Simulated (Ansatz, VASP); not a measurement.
**Al5Cu2 in VASP and in Ansatz**

File INCAR:

```
  ALGO = Normal
  DIPOL = 0.5 0.5 0.502
  EDIFF = 1E-6
  ENCUT = 520
  GGA = PE
  IDIPOL = 3
  ISIF = 2
  ISMEAR = 0
  LASPH = T
  LCHARG = F
  LDIPOL = T
  LREAL = F
  LWAVE = F
  NBANDS = 50
  NELM = 60
  PREC = Accurate
  SIGMA = 0.1
```

The input KPOINTS:

```
k-points
0
Gamma
  15 15 1
```

File POSCAR:

```
Al5Cu2
1.0
    4.0606750000      0.0000000000      0.0000000000
    0.0000000000      4.0606750000      0.0000000000
    0.0000000000      0.0000000000     28.4043760831
Al Cu
10 4
Direct
    0.5000000000      0.0000000000      0.2992496640
    0.0000000000      0.5000000000      0.2992496640
    0.0000000000      0.5000000000      0.3996248372
    0.5000000000      0.0000000000      0.3996248372
    0.5000000000      0.0000000000      0.5011064100
    0.0000000000      0.5000000000      0.5011064100
    0.0000000000      0.5000000000      0.6031604661
    0.5000000000      0.0000000000      0.6031604661
    0.5000000000      0.0000000000      0.7049036651
    0.0000000000      0.5000000000      0.7049036651
    0.0000000000      0.0000000000      0.3494372506
    0.5000000000      0.5000000000      0.4498124134
    0.0000000000      0.0000000000      0.5518859111
    0.5000000000      0.5000000000      0.6550050346
```

Input for Ansatz:

```yaml
crystal:
  lattice:
    - [4.060675, 0.0, 0.0]
    - [0.0, 4.060675, 0.0]
    - [0.0, 0.0, 28.4043760831]
  atoms:
    - { symbol: Al, position: [0.5, 0.0, 0.299249664] }
    - { symbol: Al, position: [0.0, 0.5, 0.299249664] }
    - { symbol: Cu, position: [0.0, 0.0, 0.3494372506] }
    - { symbol: Al, position: [0.0, 0.5, 0.3996248372] }
    - { symbol: Al, position: [0.5, 0.0, 0.3996248372] }
    - { symbol: Cu, position: [0.5, 0.5, 0.4498124134] }
    - { symbol: Al, position: [0.5, 0.0, 0.50110641] }
    - { symbol: Al, position: [0.0, 0.5, 0.50110641] }
    - { symbol: Cu, position: [0.0, 0.0, 0.5518859111] }
    - { symbol: Al, position: [0.0, 0.5, 0.6031604661] }
    - { symbol: Al, position: [0.5, 0.0, 0.6031604661] }
    - { symbol: Cu, position: [0.5, 0.5, 0.6550050346] }
    - { symbol: Al, position: [0.5, 0.0, 0.7049036651] }
    - { symbol: Al, position: [0.0, 0.5, 0.7049036651] }
basis:
  ecutwfc: 420.0
  fft_grid_basis: typed
kpoints:
  mp_grid: { grid: [15, 15, 1] }
hamiltonian:
  xc: pbe
  pseudopotentials: { kind: paw }
scf:
  occupations: { method: gaussian, width: 0.1 }
output:
  forces: true
  eigenvalues: true
  band_densities:
    - { e_range: [-2.0, -1.0] }
    - { e_range: [-1.0, -0.5] }
    - { e_range: [-0.5, -0.25] }
    - { e_range: [-0.25, 0.0] }
    - { e_range: [0.0, 0.25] }
    - { e_range: [0.25, 0.5] }
    - { e_range: [0.5, 1.0] }
    - { e_range: [1.0, 1.5] }
  band_residual_tolerance: 1.0e-05
  write_potential: true
  elf: true
  write_density: true
  volumetric_format: npy
efield:
  axis: 3
  dipole_correction: true
  ramp_width: 0.04
checkpoint:
  read: start.run
  write: ck
  compress: false
  write_wavefunctions: false
  write_every: 100000
```

Alike in both runs: task single point; functional PBE; k mesh 15 × 15 × 1; occupations gaussian, width 0.1 eV; no spin polarisation.

```csv
,VASP,Ansatz
version,VASP 6.6.1,Ansatz 0.2.0
potentials or method,"VASP PAW PBE potentials, release 64 (Al, Cu), cutoff 520 eV","scalar-relativistic, plane waves, PAW"
valence electrons in the cell,74,106
```

Ansatz gave:

* gap on the k mesh at the Fermi level (eV): none
* rms of the force components (eV/Å): 0.055

Q: What did VASP give for the same quantities?

A: gap on the k mesh at the Fermi level (eV): none; rms of the force components (eV/Å): 0.054.

A gap of «none» marks a metal or a gap that the smearing closes. With one functional, cell and mesh, what is left measures potentials, basis and numerics. VASP's potentials hold 74 valence electrons a cell and Ansatz's 106, so a difference there can come from the potentials and not from the codes. Ansatz's warnings: published levels not confirmed, xc potential rough in thin density.
